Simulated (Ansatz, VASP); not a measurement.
# Co in VASP and in Ansatz

```
Co
1.0
     2.35446    0.00000    0.00000
     0.00000    2.35446    0.00000
     0.00000    0.00000    3.32790
Co
2
Direct
  0.00000 0.00000 0.00000
  0.50000 0.50000 0.50000
```

Alike in both runs: task single point; functional revPBE; k mesh 14 × 14 × 10; occupations fermi-dirac, width 0.05 eV; collinear spin.

|  | VASP | Ansatz |
| --- | --- | --- |
| version | VASP 6.6.1 | Ansatz 0.2.0 |
| potentials or method | VASP PAW PBE potentials, release 64 (Co), cutoff 520 eV | plane waves (420 eV) with PAW, scalar-relativistic |
| valence electrons in the cell | 18 | 34 |

VASP gave:

- net moment per atom (μB): 1.52
- size of the moment on the site where the two differ most (μB): 1.51

What did Ansatz give for the same quantities?

net moment per atom (μB): 1.53; size of the moment on the site where the two differ most (μB): 1.58.

VASP's potentials were made for PBE, not for revPBE. Site moments also hang on the region over which each program counts them. VASP's potentials hold 18 valence electrons a cell and Ansatz's 34, so a difference there can come from the potentials and not from the codes.
